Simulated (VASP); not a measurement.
# Si2 in VASP: relaxation of the atoms with PBE

Aim: the relaxation of the atoms of Si2 with PBE.

All numbers are computed with VASP 6.6.1; they aren't measurements. Logs are shortened: lines on timing, memory, paths and dates and some standing lists are left out, and cuts for length are marked.

**1. The cell of the first run**

The cell holds a cluster in a box, 2 atoms: a = 10.000 Å, b = 10.300 Å, c = 10.700 Å, α = 90.00°, β = 90.00°, γ = 90.00°.

**2. Relaxation of the atoms, PBE, collinear spin**

INCAR reads:

```
PREC = Accurate
ENCUT = 520
EDIFF = 1E-6
ISMEAR = -1
SIGMA = 0.1
LREAL = F
LASPH = T
NELM = 150
ALGO = Normal
ISIF = 2
LWAVE = F
LCHARG = F
ISPIN = 2
MAGMOM = 1 1
LORBIT = 11
GGA = PE
IBRION = 2
NSW = 80
EDIFFG = -0.01
```

KPOINTS reads:

```
Automatic mesh
0
Gamma
  1 1 1
```

POSCAR reads:

```
Si
1.0
   10.0000000000      0.0000000000      0.0000000000
    0.0000000000     10.3000000000      0.0000000000
    0.0000000000      0.0000000000     10.7000000000
Si
2
Direct
    0.5000000000      0.5000000000      0.3878500000
    0.5000000000      0.5000000000      0.6121500000
```

Potentials or basis: VASP PAW PBE potentials, release 64 (Si).

The run is started by

```sh
$ cat potpaw_PBE.64/Si/POTCAR > POTCAR
$ mpirun -np 1 vasp_gam > vasp.out
```

OUTCAR:

```text
PREC = Accurate
   ENCUT = 520
   EDIFF = 1E-6
   ISMEAR = -1
   LREAL = F
   LASPH = T
   NELM = 150
   ISIF = 2
   ISPIN = 2
   LORBIT = 11
   GGA = PE
   IBRION = 2
   NSW = 80
   EDIFFG = -0.01

 ion  position               nearest neighbor table
   1  0.500  0.500  0.388-   2 2.40
   2  0.500  0.500  0.612-   1 2.40

  LATTYP: Found a simple orthorhombic cell.
 ALAT       =    10.0000000000
 B/A-ratio  =     1.0300000000
 C/A-ratio  =     1.0700000000

  Lattice vectors:

 A1 = (  10.0000000000,   0.0000000000,   0.0000000000)
 A2 = (   0.0000000000,  10.3000000000,   0.0000000000)
 A3 = (   0.0000000000,   0.0000000000,  10.7000000000)

Analysis of symmetry for initial positions (statically):
=====================================================================
 Subroutine PRICEL returns:
 Original cell was already a primitive cell.

 Routine SETGRP: Setting up the symmetry group for a
 simple orthorhombic supercell.

 Subroutine GETGRP returns: Found  8 space group operations
 (whereof  8 operations were pure point group operations)
 out of a pool of  8 trial point group operations.

The static configuration has the point symmetry D_2h.

Analysis of symmetry for dynamics (positions and initial velocities):
=====================================================================
 Subroutine PRICEL returns:
 Original cell was already a primitive cell.

 Routine SETGRP: Setting up the symmetry group for a
 simple orthorhombic supercell.

 Subroutine GETGRP returns: Found  8 space group operations
 (whereof  8 operations were pure point group operations)
 out of a pool of  8 trial point group operations.

The dynamic configuration has the point symmetry D_2h.

Analysis of structural, dynamic, and magnetic symmetry:
=====================================================================
 Subroutine PRICEL returns:
 Original cell was already a primitive cell.

 Routine SETGRP: Setting up the symmetry group for a
 simple orthorhombic supercell.

 Subroutine GETGRP returns: Found  8 space group operations
 (whereof  8 operations were pure point group operations)
 out of a pool of  8 trial point group operations.

The overall configuration has the point symmetry D_2h.

 Subroutine INISYM returns: Found  8 space group operations
 (whereof  8 operations are pure point group operations),
 and found     1 'primitive' translations

----------------------------------------------------------------------------------------

                                     Primitive cell

  volume of cell :    1102.1000

  direct lattice vectors                    reciprocal lattice vectors
    10.000000000  0.000000000  0.000000000     0.100000000  0.000000000  0.000000000
     0.000000000 10.300000000  0.000000000     0.000000000  0.097087379  0.000000000
     0.000000000  0.000000000 10.700000000     0.000000000  0.000000000  0.093457944

  length of vectors
    10.000000000 10.300000000 10.700000000     0.100000000  0.097087379  0.093457944

  position of ions in fractional coordinates (direct lattice)
     0.500000000  0.500000000  0.387850000
     0.500000000  0.500000000  0.612150000

  ion indices of the primitive-cell ions
   primitive index   ion index
                 1           1
                 2           2

----------------------------------------------------------------------------------------

 KPOINTS: Automatic mesh

Automatic generation of k-mesh.
 Grid dimensions read from file:
 generate k-points for:    1    1    1

 Generating k-lattice:

  Cartesian coordinates                     Fractional coordinates (reciprocal lattice)
     0.100000000  0.000000000  0.000000000     1.000000000  0.000000000  0.000000000
     0.000000000  0.097087379  0.000000000     0.000000000  1.000000000  0.000000000
     0.000000000  0.000000000  0.093457944     0.000000000  0.000000000  1.000000000

  Length of vectors
     0.100000000  0.097087379  0.093457944

  Shift w.r.t. Gamma in fractional coordinates (k-lattice)
     0.000000000  0.000000000  0.000000000

 Subroutine IBZKPT returns following result:
 ===========================================

 Found      1 irreducible k-points:

 Following reciprocal coordinates:
            Coordinates               Weight
  0.000000  0.000000  0.000000      1.000000
   k-points           NKPTS =      1   k-points in BZ     NKDIM =      1   number of bands    NBANDS=      9
   number of dos      NEDOS =    301   number of ions     NIONS =      2
   total plane-waves  NPLWV = 512000
   dimension x,y,z NGX =    80 NGY =   80 NGZ =   80
   dimension x,y,z NGXF=   160 NGYF=  160 NGZF=  160
   ions per type =               2
   NGX,Y,Z   is equivalent  to a cutoff of  13.30, 12.91, 12.43 a.u.
   NGXF,Y,Z  is equivalent  to a cutoff of  26.60, 25.82, 24.86 a.u.
 SYSTEM =  unknown system
   PREC   = accura    normal or accurate (medium, high low for compatibility)
   ISTART =      0    job   : 0-new  1-cont  2-samecut
   ICHARG =      2    charge: 1-file 2-atom 10-const
   ISPIN  =      2    spin polarized calculation?
   LNONCOLLINEAR =      F non collinear calculations
   LSORBIT =      F    spin-orbit coupling
   LASPH  =      T    aspherical Exc in radial PAW
   ENCUT  =  520.0 eV  38.22 Ry    6.18 a.u.  18.59 19.15 19.89*2*pi/ulx,y,z
   NELM   =    150;   NELMIN=  2; NELMDL= -5     # of ELM steps
   EDIFF  = 0.1E-05   stopping-criterion for ELM
   LREAL  =      F    real-space projection
   EDIFFG = -.1E-01   stopping-criterion for IOM
   NSW    =     80    number of steps for IOM
   IBRION =      2    ionic relax: 0-MD 1-quasi-New 2-CG
   NFREE  =      1    steps in history (QN), initial steepest desc. (CG)
   ISIF   =      2    stress and relaxation
   ISYM   =      2    0-nonsym 1-usesym 2-fastsym
   POTIM  = 0.5000    time-step for ionic-motion
   TEBEG  =    0.0;   TEEND  =   0.0 temperature during run
   PSTRESS=    0.0 pullay stress
   NELECT =       8.0000    total number of electrons
   NUPDOWN=      -1.0000    fix difference up-down
   EMIN   =  10.00;   EMAX   =-10.00  energy-range for DOS
   EFERMI =   0.00;   METHOD = LEGACY
   ISMEAR =    -1;   SIGMA  =   0.10  broadening in eV -4-tet -1-fermi 0-gaus
   EFERMI_NEDOS =   21; number of points for ismear=-14 and -15
   IALGO  =     38    algorithm
   IMIX   =      4    mixing-type and parameters
     AMIX     =   0.40;   BMIX     =  1.00
     AMIX_MAG =   1.60;   BMIX_MAG =  1.00
  volume/ion in A,a.u.               =     551.05      3718.67
  Fermi-wavevector in a.u.,A,eV,Ry     =   0.316979  0.599004  1.367059  0.100476
  Thomas-Fermi vector in A             =   1.200520
   LORBIT       =     11    0 simple, 1 ext, 2 COOP (PROOUT), +10 PAW based schemes
   GGA     = PE    functional components
   LHFCALC =     F    Hartree Fock is set to
   AEXX    =    0.0000 exact exchange contribution
   IVDW    =     0    specifies the selected vdW correction
   LEPSILON=     F    determine dielectric tensor
   LRPA    =     F    only Hartree local field effects (RPA)
 conjugate gradient relaxation of ions
 spin polarized calculation
  energy-cutoff  :      520.00
  volume of cell :     1102.10
 maximum number of plane-waves:     14821
 NGX is ok and might be reduce to    80
   NGX = 37   NGY = 39   NGZ = 39

--------------------------------------- Ionic step        1  -------------------------------------------

 number of electron       8.0000001 magnetization       1.9943399

 Free energy of the ion-electron system (eV)
  ---------------------------------------------------
  ext. energy  EPLUGINS =         0.00000000
  ---------------------------------------------------
  free energy    TOTEN  =        -5.20974419 eV

  energy without entropy =       -5.14390519  energy(sigma->0) =       -5.17682469

------------------------ aborting loop because EDIFF is reached ----------------------------------------

  FORCE on cell =-STRESS in cart. coord.  units (eV):
  Direction    XX          YY          ZZ          XY          YZ          ZX
  --------------------------------------------------------------------------------------
  -------------------------------------------------------------------------------------
  Total        0.0070131      0.0042116     -3.0051520      0.0000000      0.0000000      0.0000000
  in kB        0.0101954      0.0061226     -4.3687382      0.0000000      0.0000000      0.0000000
  external PRESSURE =      -1.4508067 kB  Pullay stress =       0.0000000 kB

 VOLUME and BASIS-vectors are now :
 -----------------------------------------------------------------------------
  energy-cutoff  :      520.00
  volume of cell :     1102.10
      direct lattice vectors                 reciprocal lattice vectors
    10.000000000  0.000000000  0.000000000     0.100000000  0.000000000  0.000000000
     0.000000000 10.300000000  0.000000000     0.000000000  0.097087379  0.000000000
     0.000000000  0.000000000 10.700000000     0.000000000  0.000000000  0.093457944

 POSITION                                       TOTAL-FORCE (eV/Angst)
 -----------------------------------------------------------------------------------
      5.00000      5.15000      4.15000         0.000000      0.000000      1.209394
      5.00000      5.15000      6.55000         0.000000     -0.000000     -1.209394
 -----------------------------------------------------------------------------------
    total drift:                                0.000000     -0.000000      0.000000

  FREE ENERGIE OF THE ION-ELECTRON SYSTEM (eV)
  ---------------------------------------------------
  free  energy   TOTEN  =        -5.2097441857 eV

  energy  without entropy=       -5.1439051926  energy(sigma->0) =       -5.17682469

--------------------------------------- Ionic step        2  -------------------------------------------

 number of electron       8.0000001 magnetization       1.9934654

------------------------ aborting loop because EDIFF is reached ----------------------------------------

  FORCE on cell =-STRESS in cart. coord.  units (eV):
  Direction    XX          YY          ZZ          XY          YZ          ZX
  --------------------------------------------------------------------------------------
  -------------------------------------------------------------------------------------
  Total        0.0059692      0.0034030     -0.6749417      0.0000000      0.0000000      0.0000000
  in kB        0.0086777      0.0049471     -0.9811962      0.0000000      0.0000000      0.0000000
  external PRESSURE =      -0.3225238 kB  Pullay stress =       0.0000000 kB

 VOLUME and BASIS-vectors are now :
 -----------------------------------------------------------------------------
  energy-cutoff  :      520.00
  volume of cell :     1102.10
      direct lattice vectors                 reciprocal lattice vectors
    10.000000000  0.000000000  0.000000000     0.100000000  0.000000000  0.000000000
     0.000000000 10.300000000  0.000000000     0.000000000  0.097087379  0.000000000
     0.000000000  0.000000000 10.700000000     0.000000000  0.000000000  0.093457944

 POSITION                                       TOTAL-FORCE (eV/Angst)
 -----------------------------------------------------------------------------------
      5.00000      5.15000      4.20834         0.000000     -0.000000      0.258923
      5.00000      5.15000      6.49166         0.000000      0.000000     -0.258923
 -----------------------------------------------------------------------------------
    total drift:                                0.000000     -0.000000     -0.000000

  FREE ENERGIE OF THE ION-ELECTRON SYSTEM (eV)
  ---------------------------------------------------
  free  energy   TOTEN  =        -5.2984508745 eV

  energy  without entropy=       -5.1866609883  energy(sigma->0) =       -5.24255593

--------------------------------------- Ionic step        3  -------------------------------------------

 number of electron       8.0000001 magnetization       1.9939880

 Free energy of the ion-electron system (eV)
  ---------------------------------------------------
  ext. energy  EPLUGINS =         0.00000000
  ---------------------------------------------------
  free energy    TOTEN  =        -5.30201173 eV

  energy without entropy =       -5.17427999  energy(sigma->0) =       -5.23814586

 E-fermi :  -4.3606     XC(G=0):  -1.2039

 val. band max:       -4.4819210520   @ k =   0.0000   0.0000   0.0000
 cond. band min:      -4.1581546335   @ k =   0.0000   0.0000   0.0000
 fundamental gap:      0.3237664185
 Fermi energy:        -4.3605984875

 spin component 1

 k-point     1 :       0.0000    0.0000    0.0000
  band No.  band energies     occupation
      1     -12.7775      1.00000
      2      -8.9758      1.00000
      3      -5.3297      0.99994
      4      -5.3291      0.99994
      5      -4.9452      0.99712
      6      -2.5671      0.00000
      7      -2.5670      0.00000
      8      -0.3914      0.00000
      9       0.4001      0.00000
 Fermi energy:        -4.3605984875

 spin component 2

 k-point     1 :       0.0000    0.0000    0.0000
  band No.  band energies     occupation
      1     -11.7949      1.00000
      2      -8.2243      1.00000
      3      -4.4819      0.77087
      4      -4.1582      0.11666
      5      -4.1570      0.11548
      6      -1.6919      0.00000
      7      -1.6904      0.00000
      8      -0.1356      0.00000
      9       0.7626      0.00000

------------------------ aborting loop because EDIFF is reached ----------------------------------------

  FORCE on cell =-STRESS in cart. coord.  units (eV):
  Direction    XX          YY          ZZ          XY          YZ          ZX
  --------------------------------------------------------------------------------------
  -------------------------------------------------------------------------------------
  Total        0.0058819      0.0033284     -0.0988111     -0.0000000      0.0000000      0.0000000
  in kB        0.0085508      0.0048386     -0.1436466     -0.0000000      0.0000000      0.0000000
  external PRESSURE =      -0.0434191 kB  Pullay stress =       0.0000000 kB

 VOLUME and BASIS-vectors are now :
 -----------------------------------------------------------------------------
  energy-cutoff  :      520.00
  volume of cell :     1102.10
      direct lattice vectors                 reciprocal lattice vectors
    10.000000000  0.000000000  0.000000000     0.100000000  0.000000000  0.000000000
     0.000000000 10.300000000  0.000000000     0.000000000  0.097087379  0.000000000
     0.000000000  0.000000000 10.700000000     0.000000000  0.000000000  0.093457944

 POSITION                                       TOTAL-FORCE (eV/Angst)
 -----------------------------------------------------------------------------------
      5.00000      5.15000      4.22157         0.000000      0.000000      0.008625
      5.00000      5.15000      6.47843         0.000000      0.000000     -0.008625
 -----------------------------------------------------------------------------------
    total drift:                               -0.000000      0.000000     -0.000000

  FREE ENERGIE OF THE ION-ELECTRON SYSTEM (eV)
  ---------------------------------------------------
  free  energy   TOTEN  =        -5.3020117294 eV

  energy  without entropy=       -5.1742799932  energy(sigma->0) =       -5.23814586

 reached required accuracy - stopping structural energy minimisation

 total charge

# of ion       s       p       d       tot
------------------------------------------
    1        0.912   0.668   0.000   1.579
    2        0.912   0.668   0.000   1.579
--------------------------------------------------
tot          1.823   1.335   0.000   3.158

 magnetization (x)

# of ion       s       p       d       tot
------------------------------------------
    1        0.008   0.273   0.000   0.281
    2        0.008   0.273   0.000   0.281
--------------------------------------------------
tot          0.015   0.547   0.000   0.562
```

Wall time 3.8 min (1 thread of Intel Xeon 6975P-C (Granite Rapids), shared host); peak memory 1.3 GiB.

What came out:

| Item | Value |
| --- | --- |
| Free energy | -5.3020 eV |
| Energy gained by relaxing | 46.1 meV/atom |
| Ionic steps | 3 |
| Largest force after relaxing | 0.009 eV/Å |
| Gap between the frontier levels | 0.32 eV |
| Net moment | 1.99 μB per cell |
| Site moments | Si +0.28 μB |
| Valence electrons inside the program's atomic spheres | Si 1.58 |

Forces in eV/Å, atoms in the order of the input:
```
Si   0.000  0.000  0.009
Si   0.000  0.000 -0.009
```

The path:
```tsv
step	energy change (eV)	largest force (eV/Å)	pressure (GPa)
1	0.0000	1.2094	-0.15
2	-0.0887	0.2589	-0.03
3	-0.0923	0.0086	0.00
```

Final structure:
```xyz
2
Lattice="10.0000 0.0000 0.0000 0.0000 10.3000 0.0000 0.0000 0.0000 10.7000" Properties=species:S:1:pos:R:3 pbc="T T T"
Si    5.0000    5.1500    4.2216
Si    5.0000    5.1500    6.4784
```

Caveat: semilocal functionals underestimate gaps, and a narrow one can read as zero.
